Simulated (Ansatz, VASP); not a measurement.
Os3C2 in VASP and in Ansatz

```
Os C
1.0
     4.00501    0.00000    0.00000
     0.00000    4.00501    0.00000
     0.00000    0.00000    4.00501
Os C
3 2
Direct
  0.50000 0.00000 0.00000
  0.00000 0.50000 0.00000
  0.00000 0.00000 0.50000
  0.50000 0.50000 0.50000
  0.00000 0.00000 0.00000
```

Change from the starting cell: species swapped into the Tl2F3 type (Pm-3m, No. 221).

Alike in both runs: task relaxation of cell and atoms; functional PBE; k mesh 10 × 10 × 10; occupations gaussian, width 0.1 eV; no spin polarisation.

```csv
,VASP,Ansatz
version,VASP 6.6.1,Ansatz 0.2.0
potentials or method,"VASP PAW PBE potentials, release 64 (Os, C), cutoff 600 eV","scalar-relativistic, plane waves, PAW"
valence electrons in the cell,32,56
```

```csv
,VASP,Ansatz,Ansatz less VASP
"gap on the k mesh at the Fermi level, each at its own relaxed structure (eV)",none,none,-
relaxed volume (Å³/atom),12.90,12.83,-0.073
relaxed length of the cell vector where the two differ most in proportion (Å),4.011,4.003,-0.0076
```

A gap of «none» marks a metal or a gap that the smearing closes. VASP's potentials hold 32 valence electrons a cell and Ansatz's 56, so a difference there can come from the potentials and not from the codes.

Neither program's run includes spin-orbit coupling.
